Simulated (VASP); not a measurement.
Wanted: the native input for a VASP 6.6.1 run.

| Item | Value |
| --- | --- |
| Task | single point |
| Functional | PBE |
| Dispersion | D3(BJ) |
| Potentials or basis | VASP PAW PBE potentials, release 64 (Be, N) |
| Cutoff | 520 eV |
| k mesh | 3 × 3 × 2 |
| Occupations | fermi-dirac, width 0.15 eV |
| Spin | no spin polarisation |
| Dipole correction | no |
| Further INCAR settings | LREAL = Auto; ALGO = Normal; EDIFF = 1e-06; NBANDS = 32 |

The structure of Be16N (a cell with a defect) lies in POSCAR:

```
Be16N
1.0
   -2.2900000000     -3.9663960000      0.0000000000
    3.4350000000     -1.9831980000      0.0000000000
    0.0000000000      0.0000000000      7.1768600000
Be N
16 1
Direct
    0.7502656520      0.4991677200      0.0064668182
    0.5037014981      0.3363099480      0.2434256301
    0.7502879802      0.5358391893      0.4919332381
    0.5081377878      0.3394478280      0.7573394953
    0.5036711673      0.0000072869      0.0062418826
    0.2502719056      0.8386697935      0.2419064615
    0.5080427215     -0.0028826891      0.4923694468
    0.2502903248      0.8434998492      0.7635290260
    0.2502602858      0.4977108487      0.0077940503
   -0.0031510638      0.3363118470      0.2434236965
    0.2502950682      0.4932000134      0.4860505219
   -0.0075864912      0.3394515694      0.7573351312
   -0.0031322903      0.0000061050      0.0062411969
    0.7502673517      0.8371364005      0.2432060297
   -0.0074540530     -0.0029280439      0.4923485440
    0.7502804746      0.8007065826      0.7577637805
    0.2502648808      0.1684583517      0.6248567505
```

One way to write it, as run:

INCAR

```
SYSTEM = Be16N
PREC = Accurate
ENCUT = 520
EDIFF = 1E-6
ISMEAR = -1
SIGMA = 0.15
LREAL = Auto
LASPH = .TRUE.
NELM = 80
ALGO = Normal
ISIF = 2
LWAVE = .FALSE.
LCHARG = .FALSE.
GGA = PE
IVDW = 12
NBANDS = 32
```

KPOINTS

```
Automatic mesh
0
G
  3 3 2
  0 0 0
```

Potentials or basis: VASP PAW PBE potentials, release 64 (Be, N).

Command:

```sh
$ cat potpaw_PBE.64/Be/POTCAR potpaw_PBE.64/N/POTCAR > POTCAR
$ mpirun -np 1 vasp_std > vasp.out
```

Results of the run:

The pressure is 0.7 GPa, the largest force is 0.022 eV/Å and the dispersion energy per atom is -0.348 eV.

Caveat: the k points lie up to 0.53 Å⁻¹ apart.

Wall time 79 s on 1 thread of Intel(R) Xeon(R) Platinum 8259CL CPU @ 2.50GHz (Skylake/Cascade Lake) (shared host), peak memory 0.25 GiB.
